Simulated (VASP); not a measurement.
# VN: single point with PBE

VN:

```
V N
1.0
     0.00000    2.05834    2.05834
     2.05834    0.00000    2.05834
     2.05834    2.05834    0.00000
V N
1 1
Direct
  0.00000 0.00000 0.00000
  0.50000 0.50000 0.50000
```

```json
{
  "Program": "VASP 6.6.1",
  "Task": "single point",
  "Functional": "PBE",
  "Potentials or basis": "VASP PAW PBE potentials, release 64 (V_sv, N)",
  "Cutoff": "600 eV",
  "k mesh": "22 × 22 × 22",
  "Occupations": "gaussian, width 0.1 eV",
  "Spin": "collinear spin",
  "Starting moments": "[0.11, 0.0] μB",
  "Dipole correction": "no",
  "Further INCAR settings": "ALGO = Normal; EDIFF = 1e-06; NBANDS = 20"
}
```

| Property | Result |
| --- | --- |
| Pressure | 0.6 GPa |
| Band gap on the k mesh | zero (filled and empty bands overlap) |
| Net moment | 0.00 μB per cell |
| Valence electrons inside the program's atomic spheres | V 11.67; N 3.75 |

Levels at points of the mesh, in eV from the Fermi level:
Spin up:
```csv
k point,band 7,band 8,band 9,band 10,band 11,band 12
"(0.00, 0.00, 0.00)",-2.24,-2.24,-1.54,-1.54,-1.54,-0.47
"(0.50, 0.00, 0.00)",-6.11,-6.11,0.60,0.60,1.47,5.02
"(0.50, 0.50, 0.00)",-3.83,-3.67,-3.67,0.51,1.22,1.22
```
Spin down:
```csv
k point,band 5,band 6,band 7,band 8,band 9,band 10,band 11,band 12,band 13,band 14
"(0.00, 0.00, 0.00)",-18.00,-2.24,-2.24,-2.24,-1.54,-1.54,-1.54,-0.47,-0.47,6.02
"(0.50, 0.00, 0.00)",-15.26,-8.92,-6.11,-6.11,0.60,0.60,1.47,5.02,5.02,6.26
"(0.50, 0.50, 0.00)",-16.20,-6.68,-3.83,-3.67,-3.67,0.51,1.22,1.22,2.71,10.45
```

Run time: 4.4 min on 1 thread of Intel Xeon 8259CL (shared host), peak memory 0.32 GiB.

With open d or f shells a metallic result of PBE can be an artefact of self-interaction; +U or a hybrid may open a gap.
